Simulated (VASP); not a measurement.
Runs of VASP 6.6.1 on LiH. The structure is that of space group P6_3/mmc (No. 194), or close to it. The cells are those of the table. 

| task | level | potentials or basis | cell | k mesh | cutoff (eV) | smearing | grid for exact exchange (PRECFOCK) | share of exact exchange | screening parameter | gap on the mesh (eV) |
| --- | --- | --- | --- | --- | --- | --- | --- | --- | --- | --- |
| single point | LDA | VASP PAW LDA potentials, release 64 (Li_sv, H) | a = 2.782, b = 2.782, c = 4.873 Å, angles 90.0, 90.0, 120.0°, 4 atoms | 12 × 12 × 6 | 520 | gaussian 0.01 eV | - | - | - | 4.05 |
| single point | HSE06 | VASP PAW PBE potentials, release 64 (Li_sv, H) | a = 2.782, b = 2.782, c = 4.873 Å, angles 90.0, 90.0, 120.0°, 4 atoms | 9 × 9 × 4 | 520 | gaussian 0.01 eV | Normal | 0.25 | 0.2079 1/Å | 5.52 |
| single point | LDA | VASP PAW LDA potentials, release 64 (Li_sv, H) | a = 2.711, b = 2.711, c = 4.775 Å, angles 90.0, 90.0, 120.0°, 4 atoms | 12 × 12 × 6 | 520 | fermi-dirac 0.02 eV | - | - | - | 4.13 |
| single point | r2SCAN | VASP PAW PBE potentials, release 64 (Li_sv, H) | a = 2.782, b = 2.782, c = 4.873 Å, angles 90.0, 90.0, 120.0°, 4 atoms | 12 × 12 × 6 | 520 | fermi-dirac 0.02 eV | - | - | - | (a) |
| single point | PBE | VASP PAW PBE potentials, release 64 (Li_sv, H) | a = 2.782, b = 2.782, c = 4.873 Å, angles 90.0, 90.0, 120.0°, 4 atoms | 12 × 12 × 6 | 520 | fermi-dirac 0.02 eV | - | - | - | 4.36 |
| single point | PBEsol | VASP PAW PBE potentials, release 64 (Li_sv, H) | a = 2.760, b = 2.760, c = 4.861 Å, angles 90.0, 90.0, 120.0°, 4 atoms | 12 × 12 × 6 | 520 | fermi-dirac 0.02 eV | - | - | - | 4.17 |
| relaxation of cell and atoms | PBEsol | VASP PAW PBE potentials, release 64 (Li_sv, H) | relaxed from a = 2.782, b = 2.782, c = 4.885 Å, angles 90.0, 90.0, 120.0°, 4 atoms | 12 × 12 × 6 | 600 | fermi-dirac 0.02 eV | - | - | - | (b) |

Alike in all rows: no spin polarisation.

Question: Fill in the values left out.

Answer: (a) 5.01; (b) 4.18.

A k mesh can miss the band edges.
